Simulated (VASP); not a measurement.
# Hf (Im-3m) in VASP: notebook

The runs below take Hf through relaxation of cell and atoms, single point, with PBEsol-based global hybrid, B3LYP, PBE0.

All numbers are computed with VASP 6.6.1; they aren't measurements. Logs are shortened: lines on timing, memory, paths and dates and some standing lists are left out, and cuts for length are marked.

## Step 1: The cell of the first run

Symmetry: Im-3m, No. 229, cubic system. Conventional cell: a = 3.610 Å, b = 3.610 Å, c = 3.610 Å, α = 90.00°, β = 90.00°, γ = 90.00°. Hf (site symmetry m-3m) has 14 Hf at 3.13 to 3.61 Å within 4.1 Å.

## Step 2: Relaxation of cell and atoms, PBEsol-based global hybrid

Input file POSCAR:

```
Hf
1.0
   -1.8050000000      1.8050000000      1.8050000000
    1.8050000000     -1.8050000000      1.8050000000
    1.8050000000      1.8050000000     -1.8050000000
Hf
1
Direct
    0.0000000000      0.0000000000      0.0000000000
```

Input file INCAR.step1:

```
SYSTEM = Hf
ALGO     = Normal         ! electronic algorithm
EDIFF    = 1E-5           ! SCF threshold, eV
ENCUT    = 600            ! plane-wave cutoff, eV
GGA      = PE             ! functional
ISMEAR   = -1             ! smearing method
LASPH    = .TRUE.         ! aspherical terms in the spheres
LCHARG   = .FALSE.        ! write CHGCAR
LREAL    = .FALSE.        ! projectors in reciprocal space
LWAVE    = .TRUE.         ! write WAVECAR
NBANDS   = 11             ! bands
NELM     = 80             ! most SCF steps
PREC     = Accurate       ! precision mode
SIGMA    = 0.05           ! smearing width, eV
```

Input file INCAR.step2:

```
SYSTEM = Hf
AEXX     = 0.25           ! exact-exchange fraction
ALGO     = Normal         ! electronic algorithm
EDIFF    = 1E-6           ! SCF threshold, eV
EDIFFG   = -0.01          ! ionic threshold
ENCUT    = 600            ! plane-wave cutoff, eV
GGA      = PS             ! functional
IBRION   = 2              ! ionic algorithm
ISIF     = 3              ! what is computed and relaxed
ISMEAR   = -1             ! smearing method
ISTART   = 1            
LASPH    = .TRUE.         ! aspherical terms in the spheres
LCHARG   = .FALSE.        ! write CHGCAR
LHFCALC  = .TRUE.         ! exact exchange
LREAL    = .FALSE.        ! projectors in reciprocal space
LWAVE    = .FALSE.        ! write WAVECAR
NELM     = 80             ! most SCF steps
NSW      = 60             ! ionic steps
PREC     = Accurate       ! precision mode
PRECFOCK = Normal       
SIGMA    = 0.05           ! smearing width, eV
```

Input file KPOINTS:

```
k-points
0
G
  5 5 5
  0 0 0
```

Potentials or basis: VASP PAW PBE potentials, release 64 (Hf_pv).

The run is started by

```sh
cat potpaw_PBE.64/Hf_pv/POTCAR > POTCAR
cp INCAR.step1 INCAR
mpirun -np 1 vasp_std > vasp.out
cp INCAR.step2 INCAR
mpirun -np 1 vasp_std > vasp.out
```

OUTCAR:

```text
SYSTEM = Hf
   AEXX = 0.25
   EDIFF = 1E-6
   EDIFFG = -0.01
   ENCUT = 600
   GGA = PS
   IBRION = 2
   ISIF = 3
   ISMEAR = -1
   ISTART = 1
   LASPH = .TRUE.
   LHFCALC = .TRUE.
   LREAL = .FALSE.
   NELM = 80
   NSW = 60
   PREC = Accurate
   PRECFOCK = Normal

 ion  position               nearest neighbor table
   1  0.000  0.000  0.000-

  LATTYP: Found a body centered cubic cell.
 ALAT       =     3.6100000000

  Lattice vectors:

 A1 = (  -1.8050000000,   1.8050000000,   1.8050000000)
 A2 = (   1.8050000000,  -1.8050000000,   1.8050000000)
 A3 = (   1.8050000000,   1.8050000000,  -1.8050000000)

Analysis of symmetry for initial positions (statically):
=====================================================================
 Subroutine PRICEL returns:
 Original cell was already a primitive cell.

 Routine SETGRP: Setting up the symmetry group for a
 body centered cubic supercell.

 Subroutine GETGRP returns: Found 48 space group operations
[... 9 lines left out ...]

 Routine SETGRP: Setting up the symmetry group for a
 body centered cubic supercell.

 Subroutine GETGRP returns: Found 48 space group operations
[... 11 lines left out ...]
                                     Primitive cell

  volume of cell :      23.5229

  direct lattice vectors                    reciprocal lattice vectors
    -1.805000000  1.805000000  1.805000000     0.000000000  0.277008310  0.277008310
     1.805000000 -1.805000000  1.805000000     0.277008310  0.000000000  0.277008310
     1.805000000  1.805000000 -1.805000000     0.277008310  0.277008310  0.000000000

  length of vectors
     3.126351708  3.126351708  3.126351708     0.391748909  0.391748909  0.391748909

  position of ions in fractional coordinates (direct lattice)
     0.000000000  0.000000000  0.000000000

  ion indices of the primitive-cell ions
   primitive index   ion index
                 1           1

----------------------------------------------------------------------------------------

 KPOINTS: k-points

Automatic generation of k-mesh.
 Grid dimensions read from file:
 generate k-points for:    5    5    5

 Generating k-lattice:

  Cartesian coordinates                     Fractional coordinates (reciprocal lattice)
     0.000000000  0.055401662  0.055401662     0.200000000  0.000000000  0.000000000
     0.055401662  0.000000000  0.055401662     0.000000000  0.200000000  0.000000000
     0.055401662  0.055401662  0.000000000     0.000000000  0.000000000  0.200000000

  Length of vectors
     0.078349782  0.078349782  0.078349782

  Shift w.r.t. Gamma in fractional coordinates (k-lattice)
     0.000000000  0.000000000  0.000000000

 Subroutine IBZKPT returns following result:
 ===========================================

 Found     10 irreducible k-points:

 Following reciprocal coordinates:
            Coordinates               Weight
  0.000000  0.000000  0.000000      1.000000
  0.200000  0.000000  0.000000     12.000000
  0.400000  0.000000  0.000000     12.000000
  0.200000  0.200000  0.000000     24.000000
  0.400000  0.200000  0.000000     24.000000
  0.200000  0.200000  0.200000      8.000000
 -0.200000  0.200000  0.200000      6.000000
 -0.400000  0.400000  0.200000     24.000000
 -0.400000 -0.400000  0.200000      8.000000
 -0.400000  0.400000  0.400000      6.000000
   k-points           NKPTS =     10   k-points in BZ     NKDIM =    125   number of bands    NBANDS=      9
   number of dos      NEDOS =    301   number of ions     NIONS =      1
   total plane-waves  NPLWV =  21952
   dimension x,y,z NGX =    28 NGY =   28 NGZ =   28
   dimension x,y,z NGXF=    56 NGYF=   56 NGZF=   56
   ions per type =               1
   NGX,Y,Z   is equivalent  to a cutoff of  14.89, 14.89, 14.89 a.u.
   NGXF,Y,Z  is equivalent  to a cutoff of  29.78, 29.78, 29.78 a.u.
 SYSTEM =  Hf
   PREC   = accura    normal or accurate (medium, high low for compatibility)
   ISTART =      1    job   : 0-new  1-cont  2-samecut
   ICHARG =      0    charge: 1-file 2-atom 10-const
   ISPIN  =      1    spin polarized calculation?
   LNONCOLLINEAR =      F non collinear calculations
   LSORBIT =      F    spin-orbit coupling
   LASPH  =      T    aspherical Exc in radial PAW
   ENCUT  =  600.0 eV  44.10 Ry    6.64 a.u.   6.24  6.24  6.24*2*pi/ulx,y,z
   NELM   =     80;   NELMIN=  2; NELMDL=  0     # of ELM steps
   EDIFF  = 0.1E-05   stopping-criterion for ELM
   LREAL  =      F    real-space projection
   EDIFFG = -.1E-01   stopping-criterion for IOM
   NSW    =     60    number of steps for IOM
   IBRION =      2    ionic relax: 0-MD 1-quasi-New 2-CG
   NFREE  =      1    steps in history (QN), initial steepest desc. (CG)
   ISIF   =      3    stress and relaxation
   ISYM   =      3    0-nonsym 1-usesym 2-fastsym
   POTIM  = 0.5000    time-step for ionic-motion
   TEBEG  =    0.0;   TEEND  =   0.0 temperature during run
   PSTRESS=    0.0 pullay stress
   NELECT =      10.0000    total number of electrons
   NUPDOWN=      -1.0000    fix difference up-down
   EMIN   =  10.00;   EMAX   =-10.00  energy-range for DOS
   EFERMI =   0.00;   METHOD = LEGACY
   ISMEAR =    -1;   SIGMA  =   0.05  broadening in eV -4-tet -1-fermi 0-gaus
   EFERMI_NEDOS =   21; number of points for ismear=-14 and -15
   IALGO  =     38    algorithm
   IMIX   =      1    mixing-type and parameters
     AMIX     =   0.40;   BMIX     =  1.00
     AMIX_MAG =   1.60;   BMIX_MAG =  1.00
  volume/ion in A,a.u.               =      23.52       158.74
  Fermi-wavevector in a.u.,A,eV,Ry     =   1.230961  2.326179 20.616432  1.515265
  Thomas-Fermi vector in A             =   2.365789
   LORBIT       =      0    0 simple, 1 ext, 2 COOP (PROOUT), +10 PAW based schemes
   GGA     = PS    functional components
   LHFCALC =     T    Hartree Fock is set to
   PRECFOCK=normal    Normal, Fast or Accurate (Low or Medium for compatibility)
   ENCUT4O =  -1.0   cutoff for four orbital integrals eV
   NKREDX  =     1    reduce k-point grid by
   NKREDY  =     1    reduce k-point grid by
   NKREDZ  =     1    reduce k-point grid by
   AEXX    =    0.2500 exact exchange contribution
   HFSCREEN=    0.0000 screening length (either q_TF or 0.3 A-1)
   HFSCREENC=   0.0000 screening length for correlation (either q_TF or 0.3 A-1)
   ENCUTFOCK=  -1.0 apply spherical cutoff to Coloumb kernel
   IVDW    =     0    specifies the selected vdW correction
   LEPSILON=     F    determine dielectric tensor
   LRPA    =     F    only Hartree local field effects (RPA)
 conjugate gradient relaxation of ions
 non-spin polarized calculation
  energy-cutoff  :      600.00
  volume of cell :       23.52
 maximum number of plane-waves:       802
 NGX is ok and might be reduce to    28
  NGX = 20; NGY = 20; NGZ = 20

--------------------------------------- Ionic step        1  -------------------------------------------

 number of electron       9.9999999 magnetization

 Free energy of the ion-electron system (eV)
  ---------------------------------------------------
  ext. energy  EPLUGINS =         0.00000000
  ---------------------------------------------------
  free energy    TOTEN  =       -12.31536059 eV

  energy without entropy =      -12.30191035  energy(sigma->0) =      -12.30863547

------------------------ aborting loop because EDIFF is reached ----------------------------------------

  FORCE on cell =-STRESS in cart. coord.  units (eV):
  Direction    XX          YY          ZZ          XY          YZ          ZX
  --------------------------------------------------------------------------------------
  -------------------------------------------------------------------------------------
  Total       -1.6453212     -1.6453212     -1.6453212      0.0000000     -0.0000000      0.0000000
  in kB     -112.0649168   -112.0649168   -112.0649168      0.0000000     -0.0000000      0.0000000
  external PRESSURE =    -112.0649168 kB  Pullay stress =       0.0000000 kB

 VOLUME and BASIS-vectors are now :
 -----------------------------------------------------------------------------
  energy-cutoff  :      600.00
  volume of cell :       23.52
      direct lattice vectors                 reciprocal lattice vectors
    -1.805000000  1.805000000  1.805000000     0.000000000  0.277008310  0.277008310
     1.805000000 -1.805000000  1.805000000     0.277008310  0.000000000  0.277008310
     1.805000000  1.805000000 -1.805000000     0.277008310  0.277008310  0.000000000

 POSITION                                       TOTAL-FORCE (eV/Angst)
 -----------------------------------------------------------------------------------
      0.00000      0.00000      0.00000        -0.000000      0.000000     -0.000000
 -----------------------------------------------------------------------------------
    total drift:                                0.000000      0.000000      0.000000

  FREE ENERGIE OF THE ION-ELECTRON SYSTEM (eV)
  ---------------------------------------------------
  free  energy   TOTEN  =       -12.3153605854 eV

  energy  without entropy=      -12.3019103489  energy(sigma->0) =      -12.30863547
[... 89 lines left out ...]
 VOLUME and BASIS-vectors are now :
 -----------------------------------------------------------------------------
  energy-cutoff  :      600.00
  volume of cell :       20.59
      direct lattice vectors                 reciprocal lattice vectors
    -1.726691814  1.726691814  1.726691814     0.000000000  0.289571072  0.289571072
     1.726691814 -1.726691814  1.726691814     0.289571072  0.000000000  0.289571072
     1.726691814  1.726691814 -1.726691814     0.289571072  0.289571072  0.000000000

 POSITION                                       TOTAL-FORCE (eV/Angst)
 -----------------------------------------------------------------------------------
      3.45338      0.00000      0.00000        -0.000000     -0.000000      0.000000
 -----------------------------------------------------------------------------------
    total drift:                                0.000000     -0.000000     -0.000000

  FREE ENERGIE OF THE ION-ELECTRON SYSTEM (eV)
  ---------------------------------------------------
  free  energy   TOTEN  =       -12.3883384233 eV

  energy  without entropy=      -12.3748540193  energy(sigma->0) =      -12.38159622

--------------------------------------- Ionic step        5  -------------------------------------------

 number of electron       9.9999999 magnetization

 Free energy of the ion-electron system (eV)
  ---------------------------------------------------
  ext. energy  EPLUGINS =         0.00000000
  ---------------------------------------------------
  free energy    TOTEN  =       -12.38842382 eV

  energy without entropy =      -12.37498393  energy(sigma->0) =      -12.38170388

 E-fermi :   5.1535     XC(G=0):  -9.2620

 val. band max:        4.1889173366   @ k =   0.4000   0.0000   0.0000
 cond. band min:       5.1621265058   @ k =   0.2000   0.2000   0.0000
 fundamental gap:      0.9732091692
 Fermi energy:         5.1534931572

 k-point     1 :       0.0000    0.0000    0.0000
  band No.  band energies     occupation
      1     -27.1161      2.00000
      2     -27.1161      2.00000
      3     -27.1161      2.00000
      4      -3.8036      2.00000
      5       7.5193      0.00000
      6       7.5193      0.00000
      7       7.5193      0.00000
      8      10.7566      0.00000
      9      10.7566      0.00000

 k-point     2 :       0.2000    0.0000    0.0000
  band No.  band energies     occupation
      1     -27.5700      2.00000
      2     -27.2494      2.00000
      3     -27.1203      2.00000
      4      -2.1130      2.00000
      5       6.3410      0.00000
      6       6.5074      0.00000
      7       9.1791      0.00000
      8      10.0143      0.00000
      9      10.7681      0.00000

 k-point     3 :       0.4000    0.0000    0.0000
  band No.  band energies     occupation
      1     -28.2433      2.00000
      2     -27.4559      2.00000
      3     -27.1254      2.00000
      4       0.2314      2.00000
      5       4.1889      2.00000
      6       6.0768      0.00000
      7      10.6903      0.00000
      8      11.4753      0.00000
      9      13.3911      0.00000
[... 95 lines left out ...]
 VOLUME and BASIS-vectors are now :
 -----------------------------------------------------------------------------
  energy-cutoff  :      600.00
  volume of cell :       20.52
      direct lattice vectors                 reciprocal lattice vectors
    -1.724643531  1.724643531  1.724643531     0.000000000  0.289914983  0.289914983
     1.724643531 -1.724643531  1.724643531     0.289914983  0.000000000  0.289914983
     1.724643531  1.724643531 -1.724643531     0.289914983  0.289914983  0.000000000

 POSITION                                       TOTAL-FORCE (eV/Angst)
 -----------------------------------------------------------------------------------
     -0.00000      0.00000      0.00000         0.000000     -0.000000     -0.000000
 -----------------------------------------------------------------------------------
    total drift:                                0.000000     -0.000000     -0.000000

  FREE ENERGIE OF THE ION-ELECTRON SYSTEM (eV)
  ---------------------------------------------------
  free  energy   TOTEN  =       -12.3884238239 eV

  energy  without entropy=      -12.3749839278  energy(sigma->0) =      -12.38170388

 reached required accuracy - stopping structural energy minimisation
```

It took 17 min on 1 thread of Intel Xeon Platinum 8488C (Sapphire Rapids), shared host; peak memory 0.18 GiB.

What came out:

```yaml
Free_energy: -12.3884 eV
Relaxed_volume: 20.52 Å³/atom
Relaxed_cell: a = 2.987 Å, b = 2.987 Å, c = 2.987 Å, α = 109.47°, β = 109.47°, γ = 109.47°
Space_group_after_relaxing_to_0.05_Å: Im-3m (No. 229)
Energy_gained_by_relaxing: 73.1 meV/atom
Ionic_steps: 5
Pressure_after_relaxing: 0.0 GPa
Band_gap_on_the_k_mesh: zero (band 5 reaches 7.52 eV, above the bottom of band 6 at 3.56 eV)
```

The path:
```
step  energy change (eV)  largest force (eV/Å)  pressure (GPa)  volume (Å³)
   1              0.0000                0.0000          -11.21        23.52
   2              0.0397                0.0000           18.16        18.35
   3             -0.0683                0.0000           -2.96        21.03
   4             -0.0730                0.0000           -0.45        20.59
   5             -0.0731                0.0000           -0.02        20.52
```

Final structure:
```
CELL_PARAMETERS angstrom
-1.72464 1.72464 1.72464
1.72464 -1.72464 1.72464
1.72464 1.72464 -1.72464
ATOMIC_POSITIONS crystal
Hf 0.00000 0.00000 0.00000
```

Levels at points of the mesh, in eV from the Fermi level:
```tsv
k point	band 3	band 4	band 5	band 6	band 7	band 8
(0.00, 0.00, 0.00)	-32.27	-8.96	2.37	2.37	2.37	5.60
```

Caveat: the k points lie up to 0.52 Å⁻¹ apart in the final cell; the PAW data sets were made with another functional, which shifts forces and pressure a little; spin-orbit coupling is left out, which moves the levels of the heavy elements; the volume moved by -13 % from the deposited cell, more than functionals usually miss.

[end of part 1 of 2]
